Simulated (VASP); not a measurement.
## PbS: single point with PBE+D3(BJ)

PbS:

```
CELL_PARAMETERS angstrom
3.65366 0.00000 0.00000
0.00000 3.65366 0.00000
0.00000 0.00000 3.65366
ATOMIC_POSITIONS crystal
Pb 0.00000 0.00000 0.00000
S 0.50000 0.50000 0.50000
```

| Quantity | Value |
| --- | --- |
| Program | VASP 6.6.1 |
| Task | single point |
| Functional | PBE |
| Dispersion | D3(BJ) |
| Potentials or basis | VASP PAW PBE potentials, release 64 (Pb_d, S) |
| Cutoff | 500 eV |
| k mesh | 6 × 6 × 6 |
| Occupations | gaussian, width 0.05 eV |
| Spin | no spin polarisation |
| Dipole correction | no |
| Further INCAR settings | ALGO = Normal; EDIFF = 1e-06; NBANDS = 17 |

```yaml
Pressure: -2.4 GPa
Band_gap_on_the_k_mesh: zero (band 10 reaches 6.13 eV, above the bottom of band 11 at 5.65 eV)
Dispersion_energy_per_atom: -0.374 eV
```

Levels at points of the mesh, in eV from the Fermi level:
| k point | band 7 | band 8 | band 9 | band 10 | band 11 | band 12 | band 13 | band 14 |
| --- | --- | --- | --- | --- | --- | --- | --- | --- |
| (0.00, 0.00, 0.00) | -6.77 | -1.61 | -1.61 | -1.61 | 5.46 | 5.46 | 6.49 | 6.49 |
| (0.50, 0.00, 0.00) | -9.04 | -0.50 | -0.50 | -0.15 | 0.29 | 3.90 | 3.90 | 6.69 |
| (0.50, 0.50, 0.00) | -7.30 | -4.46 | -4.46 | -0.30 | 4.16 | 4.16 | 5.88 | 7.17 |
| (0.50, 0.50, 0.50) | -6.01 | -2.40 | -2.40 | -2.40 | -0.50 | -0.50 | -0.50 | 13.68 |

Wall time 14 s on 1 thread of AMD EPYC 9R45 (Zen 5), with other jobs on the host, peak memory 0.14 GiB.

Caveat: spin-orbit coupling is left out, which moves the levels of the heavy elements; pairwise dispersion overbinds metals, which lowers pressure and volume.
